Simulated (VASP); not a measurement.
# NaMgBr3 in VASP: settings compared

Aim: see how the results for NaMgBr3 move with the level of theory and the settings. Levels: r2SCAN, PBE. Tasks: single point.

Program: VASP 6.6.1. These are calculated values, not measurements. Logs are shortened: lines on timing, memory, paths and dates and some standing lists are left out, and cuts for length are marked.

## 1. The cell of the first run

It takes space group P4/mmm (No. 123, tetragonal). Conventional cell: a = 5.321 Å, b = 5.321 Å, c = 5.241 Å, α = 90.00°, β = 90.00°, γ = 90.00°. Within 4.9 Å of Na (site symmetry 4/mmm) lie 12 Br at 3.73 to 3.76 Å and 8 Mg at 4.59 Å. Within 3.5 Å of Mg (site symmetry 4/mmm) lie 6 Br at 2.62 to 2.66 Å. Br (site symmetry 4/mmm) has 2 Mg at 2.62 Å within 3.5 Å. Br (site symmetry mmm) has 2 Mg at 2.66 Å within 3.5 Å.

## 2. Single point, r2SCAN (epitaxial xy strain +1.0%)

POSCAR reads:

```
NaMgBr3
1.0
    5.3214911016      0.0000000000      0.0000000000
    0.0000000000      5.3214911016      0.0000000000
    0.0000000000      0.0000000000      5.2407982543
Na Mg Br
1 1 3
Direct
    0.0000000000      0.0000000000      0.0000000000
    0.5000000000      0.5000000000      0.5000000000
    0.5000000000      0.5000000000      0.0000000000
    0.5000000000      0.0000000000      0.5000000000
    0.0000000000      0.5000000000      0.5000000000
```

INCAR.step1 reads:

```
SYSTEM = NaMgBr3
PREC     = Accurate       ! precision mode
ENCUT    = 520            ! plane-wave cutoff, eV
ISMEAR   = 0              ! smearing method
SIGMA    = 0.01           ! smearing width, eV
LREAL    = .False.        ! projectors in reciprocal space
LASPH    = .True.         ! aspherical terms in the spheres
NELM     = 80             ! most SCF steps
NBANDS   = 23             ! bands
GGA      = PE             ! functional
ALGO     = Normal         ! electronic algorithm
EDIFF    = 1E-4           ! SCF threshold, eV
LWAVE    = .True.         ! write WAVECAR
LCHARG   = .False.        ! write CHGCAR
```

INCAR.step2 reads:

```
SYSTEM = NaMgBr3
PREC     = Accurate       ! precision mode
ENCUT    = 520            ! plane-wave cutoff, eV
EDIFF    = 1E-6           ! SCF threshold, eV
ISMEAR   = 0              ! smearing method
SIGMA    = 0.01           ! smearing width, eV
LREAL    = .False.        ! projectors in reciprocal space
LASPH    = .True.         ! aspherical terms in the spheres
NELM     = 80             ! most SCF steps
ALGO     = Normal         ! electronic algorithm
ISIF     = 2              ! what is computed and relaxed
LWAVE    = .False.        ! write WAVECAR
LCHARG   = .True.         ! write CHGCAR
METAGGA  = R2SCAN         ! meta-GGA
LMIXTAU  = .True.       
LELF     = .True.         ! ELF
LVHAR    = .True.       
NBANDS   = 23             ! bands
ISTART   = 1
```

KPOINTS reads:

```
regular mesh
0
Gamma
  6 6 6
  0 0 0
```

Potentials or basis: VASP PAW PBE potentials, release 64 (Na_pv, Mg, Br).

The run is started by

```bash
> cat potpaw_PBE.64/Na_pv/POTCAR potpaw_PBE.64/Mg/POTCAR potpaw_PBE.64/Br/POTCAR > POTCAR
> cp INCAR.step1 INCAR
> mpirun -np 1 vasp_std > vasp.out
> cp INCAR.step2 INCAR
> mpirun -np 1 vasp_std > vasp.out
```

OUTCAR:

```text
SYSTEM = NaMgBr3
   PREC = Accurate
   ENCUT = 520
   EDIFF = 1E-6
   ISMEAR = 0
   LREAL = .False.
   LASPH = .True.
   NELM = 80
   ISIF = 2
   METAGGA = R2SCAN
   ISTART = 1

 ion  position               nearest neighbor table
   1  0.000  0.000  0.000-
   2  0.500  0.500  0.500-   3 2.62   3 2.62   5 2.66   4 2.66   4 2.66   5 2.66
   3  0.500  0.500  0.000-   2 2.62   2 2.62
   4  0.500  0.000  0.500-   2 2.66   2 2.66
   5  0.000  0.500  0.500-   2 2.66   2 2.66

  LATTYP: Found a simple tetragonal cell.
 ALAT       =     5.3214911016
 C/A-ratio  =     0.9848364216

  Lattice vectors:

 A1 = (   5.3214911016,   0.0000000000,   0.0000000000)
 A2 = (   0.0000000000,   5.3214911016,   0.0000000000)
 A3 = (   0.0000000000,   0.0000000000,   5.2407982543)

Analysis of symmetry for initial positions (statically):
=====================================================================
 Subroutine PRICEL returns:
 Original cell was already a primitive cell.

 Routine SETGRP: Setting up the symmetry group for a
 simple tetragonal supercell.

 Subroutine GETGRP returns: Found 16 space group operations
 (whereof 16 operations were pure point group operations)
 out of a pool of 16 trial point group operations.

The static configuration has the point symmetry D_4h.

Analysis of symmetry for dynamics (positions and initial velocities):
=====================================================================
 Subroutine PRICEL returns:
 Original cell was already a primitive cell.

 Routine SETGRP: Setting up the symmetry group for a
 simple tetragonal supercell.

 Subroutine GETGRP returns: Found 16 space group operations
 (whereof 16 operations were pure point group operations)
 out of a pool of 16 trial point group operations.

The dynamic configuration has the point symmetry D_4h.

 Subroutine INISYM returns: Found 16 space group operations
 (whereof 16 operations are pure point group operations),
 and found     1 'primitive' translations

----------------------------------------------------------------------------------------

                                     Primitive cell

  volume of cell :     148.4103

  direct lattice vectors                    reciprocal lattice vectors
     5.321491102  0.000000000  0.000000000     0.187917255  0.000000000  0.000000000
     0.000000000  5.321491102  0.000000000     0.000000000  0.187917255  0.000000000
     0.000000000  0.000000000  5.240798254     0.000000000  0.000000000  0.190810627

  length of vectors
     5.321491102  5.321491102  5.240798254     0.187917255  0.187917255  0.190810627

  position of ions in fractional coordinates (direct lattice)
     0.000000000  0.000000000  0.000000000
     0.500000000  0.500000000  0.500000000
     0.500000000  0.500000000  0.000000000
     0.500000000  0.000000000  0.500000000
     0.000000000  0.500000000  0.500000000

  ion indices of the primitive-cell ions
   primitive index   ion index
                 1           1
                 2           2
                 3           3
                 4           4
                 5           5

----------------------------------------------------------------------------------------

 KPOINTS: regular mesh

Automatic generation of k-mesh.
 Grid dimensions read from file:
 generate k-points for:    6    6    6

 Generating k-lattice:

  Cartesian coordinates                     Fractional coordinates (reciprocal lattice)
     0.031319542  0.000000000  0.000000000     0.166666667  0.000000000  0.000000000
     0.000000000  0.031319542  0.000000000     0.000000000  0.166666667  0.000000000
     0.000000000  0.000000000  0.031801771     0.000000000  0.000000000  0.166666667

  Length of vectors
     0.031319542  0.031319542  0.031801771

  Shift w.r.t. Gamma in fractional coordinates (k-lattice)
     0.000000000  0.000000000  0.000000000

 Subroutine IBZKPT returns following result:
 ===========================================

 Found     40 irreducible k-points:

 Following reciprocal coordinates:
            Coordinates               Weight
  0.000000  0.000000  0.000000      1.000000
  0.166667  0.000000  0.000000      4.000000
  0.333333  0.000000  0.000000      4.000000
  0.500000  0.000000  0.000000      2.000000
  0.166667  0.166667  0.000000      4.000000
  0.333333  0.166667  0.000000      8.000000
[... 16 lines left out ...]
  0.333333  0.000000  0.333333      8.000000
  0.500000  0.000000  0.333333      4.000000
 [... further k-points ...]
   k-points           NKPTS =     40   k-points in BZ     NKDIM =     40   number of bands    NBANDS=     23
   number of dos      NEDOS =    301   number of ions     NIONS =      5
   total plane-waves  NPLWV =  64000
   dimension x,y,z NGX =    40 NGY =   40 NGZ =   40
   dimension x,y,z NGXF=    80 NGYF=   80 NGZF=   80
   ions per type =               1   1   3
   NGX,Y,Z   is equivalent  to a cutoff of  12.50, 12.50, 12.69 a.u.
   NGXF,Y,Z  is equivalent  to a cutoff of  24.99, 24.99, 25.38 a.u.
 SYSTEM =  NaMgBr3
   PREC   = accura    normal or accurate (medium, high low for compatibility)
   ISTART =      1    job   : 0-new  1-cont  2-samecut
   ICHARG =      0    charge: 1-file 2-atom 10-const
   ISPIN  =      1    spin polarized calculation?
   LNONCOLLINEAR =      F non collinear calculations
   LSORBIT =      F    spin-orbit coupling
   LASPH  =      T    aspherical Exc in radial PAW
   ENCUT  =  520.0 eV  38.22 Ry    6.18 a.u.   9.89  9.89  9.74*2*pi/ulx,y,z
   NELM   =     80;   NELMIN=  2; NELMDL=  0     # of ELM steps
   EDIFF  = 0.1E-05   stopping-criterion for ELM
   LREAL  =      F    real-space projection
   EDIFFG = 0.1E-04   stopping-criterion for IOM
   NSW    =      0    number of steps for IOM
   IBRION =     -1    ionic relax: 0-MD 1-quasi-New 2-CG
   NFREE  =      0    steps in history (QN), initial steepest desc. (CG)
   ISIF   =      2    stress and relaxation
   ISYM   =      2    0-nonsym 1-usesym 2-fastsym
   POTIM  = 0.5000    time-step for ionic-motion
   TEBEG  =    0.0;   TEEND  =   0.0 temperature during run
   PSTRESS=    0.0 pullay stress
   NELECT =      30.0000    total number of electrons
   NUPDOWN=      -1.0000    fix difference up-down
   EMIN   =  10.00;   EMAX   =-10.00  energy-range for DOS
   EFERMI =   0.00;   METHOD = LEGACY
   ISMEAR =     0;   SIGMA  =   0.01  broadening in eV -4-tet -1-fermi 0-gaus
   EFERMI_NEDOS =   21; number of points for ismear=-14 and -15
   IALGO  =     38    algorithm
   IMIX   =      4    mixing-type and parameters
     AMIX     =   0.40;   BMIX     =  1.00
     AMIX_MAG =   1.60;   BMIX_MAG =  1.00
  volume/ion in A,a.u.               =      29.68       200.30
  Fermi-wavevector in a.u.,A,eV,Ry     =   0.960787  1.815625 12.559702  0.923112
  Thomas-Fermi vector in A             =   2.090102
   LORBIT       =      0    0 simple, 1 ext, 2 COOP (PROOUT), +10 PAW based schemes
   METAGGA = R2SCAN    functional components
   LHFCALC =     F    Hartree Fock is set to
   AEXX    =    0.0000 exact exchange contribution
   IVDW    =     0    specifies the selected vdW correction
   LEPSILON=     F    determine dielectric tensor
   LRPA    =     F    only Hartree local field effects (RPA)
 non-spin polarized calculation
 Gauss-broadening in eV      SIGMA  =   0.01
  energy-cutoff  :      520.00
  volume of cell :      148.41
 maximum number of plane-waves:      4016
 NGX is ok and might be reduce to    40
   NGX = 19   NGY = 19   NGZ = 19

 number of electron      29.9999992 magnetization

 Free energy of the ion-electron system (eV)
  ---------------------------------------------------
  ext. energy  EPLUGINS =         0.00000000
  ---------------------------------------------------
  free energy    TOTEN  =       -55.38962551 eV

  energy without entropy =      -55.38962551  energy(sigma->0) =      -55.38962551

 E-fermi :  -0.3315     XC(G=0):  -8.0691

 val. band max:       -0.4407788995   @ k =   0.5000   0.5000   0.5000
 cond. band min:       3.1319618314   @ k =   0.0000   0.0000   0.0000
 fundamental gap:      3.5727407310
 Fermi energy:        -0.3315095766

 k-point     1 :       0.0000    0.0000    0.0000
  band No.  band energies     occupation
      1     -24.6606      2.00000
      2     -24.6606      2.00000
      3     -24.6597      2.00000
      4     -14.7729      2.00000
      5     -13.9722      2.00000
      6     -13.9555      2.00000
[... 15 lines left out ...]
     22       7.2664      0.00000
     23       9.9031      0.00000

 k-point     2 :       0.1667    0.0000    0.0000
  band No.  band energies     occupation
      1     -24.6607      2.00000
      2     -24.6606      2.00000
      3     -24.6597      2.00000
      4     -14.7299      2.00000
      5     -14.0087      2.00000
      6     -13.9651      2.00000
[... 15 lines left out ...]
     22       7.5269      0.00000
     23       9.7295      0.00000

 k-point     3 :       0.3333    0.0000    0.0000
  band No.  band energies     occupation
      1     -24.6608      2.00000
      2     -24.6606      2.00000
      3     -24.6597      2.00000
      4     -14.6203      2.00000
      5     -14.1266      2.00000
      6     -13.9630      2.00000
[... 15 lines left out ...]
     22       8.3929      0.00000
     23       9.3591      0.00000

 k-point     4 :       0.5000    0.0000    0.0000
  band No.  band energies     occupation
      1     -24.6608      2.00000
      2     -24.6606      2.00000
      3     -24.6597      2.00000
      4     -14.5376      2.00000
      5     -14.2138      2.00000
      6     -13.9616      2.00000
[... 15 lines left out ...]
     22       8.4156      0.00000
     23       9.0782      0.00000

 k-point     5 :       0.1667    0.1667    0.0000
  band No.  band energies     occupation
      1     -24.6607      2.00000
      2     -24.6607      2.00000
      3     -24.6597      2.00000
      4     -14.6883      2.00000
      5     -14.0202      2.00000
      6     -13.9965      2.00000
[... 434 lines left out ...]
 k-point    22 :       0.1667    0.0000    0.3333
  band No.  band energies     occupation
      1     -24.6607      2.00000
      2     -24.6606      2.00000
      3     -24.6599      2.00000
      4     -14.5624      2.00000
      5     -14.1567      2.00000
      6     -13.9841      2.00000
[... 15 lines left out ...]
     22       8.3551      0.00000
     23       9.2440      0.00000

 k-point    23 :       0.3333    0.0000    0.3333
  band No.  band energies     occupation
      1     -24.6608      2.00000
      2     -24.6606      2.00000
      3     -24.6599      2.00000
      4     -14.4666      2.00000
      5     -14.1678      2.00000
      6     -14.0629      2.00000
[... 15 lines left out ...]
     22       8.4502      0.00000
     23       8.8809      0.00000

 k-point    24 :       0.5000    0.0000    0.3333
  band No.  band energies     occupation
      1     -24.6608      2.00000
      2     -24.6606      2.00000
      3     -24.6599      2.00000
      4     -14.3903      2.00000
      5     -14.2043      2.00000
      6     -14.0999      2.00000
[... 15 lines left out ...]
     22       8.6715      0.00000
     23       8.9026      0.00000

 [... further k-points ...]
[... 5 lines left out ...]
  --------------------------------------------------------------------------------------
  -------------------------------------------------------------------------------------
  Total       -0.6591547     -0.6591547     -0.1867639      0.0000000      0.0000000      0.0000000
  in kB       -7.1159654     -7.1159654     -2.0162274      0.0000000      0.0000000      0.0000000
  external PRESSURE =      -5.4160527 kB  Pullay stress =       0.0000000 kB

 VOLUME and BASIS-vectors are now :
 -----------------------------------------------------------------------------
  energy-cutoff  :      520.00
  volume of cell :      148.41
      direct lattice vectors                 reciprocal lattice vectors
     5.321491102  0.000000000  0.000000000     0.187917255  0.000000000  0.000000000
     0.000000000  5.321491102  0.000000000     0.000000000  0.187917255  0.000000000
     0.000000000  0.000000000  5.240798254     0.000000000  0.000000000  0.190810627

 POSITION                                       TOTAL-FORCE (eV/Angst)
 -----------------------------------------------------------------------------------
      0.00000      0.00000      0.00000         0.000000      0.000000      0.000000
      2.66075      2.66075      2.62040         0.000000      0.000000      0.000000
      2.66075      2.66075      0.00000         0.000000      0.000000      0.000000
      2.66075      0.00000      2.62040         0.000000      0.000000      0.000000
      0.00000      2.66075      2.62040         0.000000      0.000000      0.000000
 -----------------------------------------------------------------------------------
    total drift:                                0.000000     -0.000000     -0.000000

  FREE ENERGIE OF THE ION-ELECTRON SYSTEM (eV)
  ---------------------------------------------------
  free  energy   TOTEN  =       -55.3896255139 eV

  energy  without entropy=      -55.3896255139  energy(sigma->0) =      -55.38962551
```

Run time: 3.8 min. Hardware: 1 thread of AMD EPYC 9R45 (Zen 5), shared host; peak memory 0.31 GiB.

Results:

| Item | Value |
| --- | --- |
| Free energy | -55.3896 eV |
| Pressure | -0.5 GPa |
| Band gap on the k mesh | 3.57 eV (least direct gap 4.13 eV) |

Caveat: the cell differs from its parent crystal (epitaxial xy strain +1.0%); the PAW data sets were made with another functional, which shifts forces and pressure a little.

## 3. Single point, PBE

This run uses another cell than the first one, of 29.25 Å³/atom.

INCAR reads:

```
SYSTEM = NaMgBr3
PREC     = Accurate       ! precision mode
ENCUT    = 520            ! plane-wave cutoff, eV
EDIFF    = 1E-6           ! SCF threshold, eV
ISMEAR   = -1             ! smearing method
SIGMA    = 0.02           ! smearing width, eV
LREAL    = .False.        ! projectors in reciprocal space
LASPH    = .True.         ! aspherical terms in the spheres
NELM     = 100            ! most SCF steps
ALGO     = Normal         ! electronic algorithm
ISIF     = 2              ! what is computed and relaxed
LWAVE    = .False.        ! write WAVECAR
LCHARG   = .False.        ! write CHGCAR
GGA      = PE             ! functional
NBANDS   = 23             ! bands
```

KPOINTS is that of step 2.

Edit POSCAR of step 2 so:

```diff
@@ -2,5 +2,5 @@
 1.0
-    5.3214911016      0.0000000000      0.0000000000
-    0.0000000000      5.3214911016      0.0000000000
-    0.0000000000      0.0000000000      5.2407982543
+    5.2688030709      0.0000000000      0.0000000000
+    0.0000000000      5.2688030709      0.0000000000
+    0.0000000000      0.0000000000      5.2688030709
 Na Mg Br
```

Potentials or basis: VASP PAW PBE potentials, release 64 (Na_pv, Mg, Br).

The run is started by

```bash
> cat potpaw_PBE.64/Na_pv/POTCAR potpaw_PBE.64/Mg/POTCAR potpaw_PBE.64/Br/POTCAR > POTCAR
> mpirun -np 1 vasp_std > vasp.out
```

Run time: 68 s. Hardware: 1 thread of Oxide Virtual Turin-like, shared host; peak memory 0.23 GiB.

The run converged. Its results:

- Free energy: -14.6044 eV
- Pressure: 0.6 GPa
- Band gap on the k mesh: 2.83 eV (least direct gap 3.37 eV)

Levels at points of the mesh, in eV from the valence-band top:
| k point | band 12 | band 13 | band 14 | band 15 | band 16 | band 17 | band 18 | band 19 |
| --- | --- | --- | --- | --- | --- | --- | --- | --- |
| (0.00, 0.00, 0.00) | -0.83 | -0.54 | -0.54 | -0.54 | 2.83 | 3.19 | 7.01 | 7.01 |
| (0.50, 0.00, 0.00) | -1.32 | -1.06 | -0.64 | -0.64 | 5.08 | 5.10 | 5.57 | 7.50 |
| (0.50, 0.50, 0.00) | -1.28 | -1.28 | -1.14 | -0.01 | 5.30 | 6.86 | 6.86 | 6.88 |
| (0.50, 0.50, 0.50) | -1.13 | 0.00 | 0.00 | 0.00 | 3.86 | 5.89 | 5.89 | 5.89 |

A k mesh can miss the band edges.
